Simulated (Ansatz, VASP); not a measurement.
**Cr3GeSe in VASP and in Ansatz**

File INCAR:

```
PREC = Accurate ; ENCUT = 520
EDIFF = 1E-6 ; ISMEAR = 0
SIGMA = 0.005 ; LREAL = False
LASPH = True ; NELM = 100
ALGO = Normal ; ISIF = 2
LWAVE = False ; LCHARG = True
GGA = PE ; LELF = True
LVHAR = True ; NBANDS = 67
ISYM = 0
```

Contents of KPOINTS:

```
regular mesh
0
Gamma
  3 3 4
```

The input POSCAR:

```
Cr3GeSe
1.0
    5.8983140000      0.0000000000      0.0000000000
    0.0000000000      5.8983140000      0.0000000000
    0.0000000000      0.0000000000      4.4026120000
Cr Ge Se
6 2 2
Direct
    0.2041000000      0.7041000000      0.0655000000
    0.7041000000      0.7959000000      0.9345000000
    0.7959000000      0.2959000000      0.0655000000
    0.2959000000      0.2041000000      0.9345000000
    0.0000000000      0.0000000000      0.5000000000
    0.5000000000      0.5000000000      0.5000000000
    0.0000000000      0.5000000000      0.5480000000
    0.5000000000      0.0000000000      0.4520000000
    0.0000000000      0.0000000000      0.0000000000
    0.5000000000      0.5000000000      0.0000000000
```

Input for Ansatz:

```yaml
crystal:
  lattice:
    - [5.898314, 0.0, 0.0]
    - [0.0, 5.898314, 0.0]
    - [0.0, 0.0, 4.402612]
  atoms:
    - { symbol: Cr, position: [0.2041, 0.7041, 0.0655] }
    - { symbol: Cr, position: [0.7041, 0.7959, 0.9345] }
    - { symbol: Cr, position: [0.7959, 0.2959, 0.0655] }
    - { symbol: Cr, position: [0.2959, 0.2041, 0.9345] }
    - { symbol: Ge, position: [0.0, 0.5, 0.548] }
    - { symbol: Ge, position: [0.5, 0.0, 0.452] }
    - { symbol: Cr, position: [0.0, 0.0, 0.5] }
    - { symbol: Cr, position: [0.5, 0.5, 0.5] }
    - { symbol: Se, position: [0.0, 0.0, 0.0] }
    - { symbol: Se, position: [0.5, 0.5, 0.0] }
  symmetry: { detect: false }
kpoints:
  mp_grid: { grid: [3, 3, 4], shift: [0, 0, 0] }
magnetization:
  spin_polarized: false
scf:
  occupations: { method: gaussian, width: 0.005 }
hamiltonian:
  pseudopotentials: { kind: paw }
  xc: pbe
basis:
  ecutwfc: 420
output:
  forces: true
  stress: true
  eigenvalues: true
```

Alike in both runs: task single point; functional PBE; k mesh 3 × 3 × 4; occupations gaussian, width 0.005 eV; no spin polarisation.

|  | VASP | Ansatz |
| --- | --- | --- |
| version | VASP 6.6.1 | Ansatz 0.2.0 |
| potentials or method | VASP PAW PBE potentials, release 64 (Cr_pv, Ge_d, Se), cutoff 520 eV | PAW plane waves |
| valence electrons in the cell | 112 | 144 |

```csv
,VASP,Ansatz,Ansatz less VASP
gap on the k mesh at the Fermi level (eV),none,none,-
pressure (GPa),6.9,6.7,-0.27
rms of the force components (eV/Å),0.766,0.763,-0.0023
```

A gap of «none» marks a metal or a gap that the smearing closes. VASP's potentials hold 112 valence electrons a cell and Ansatz's 144, so a difference there can come from the potentials and not from the codes.
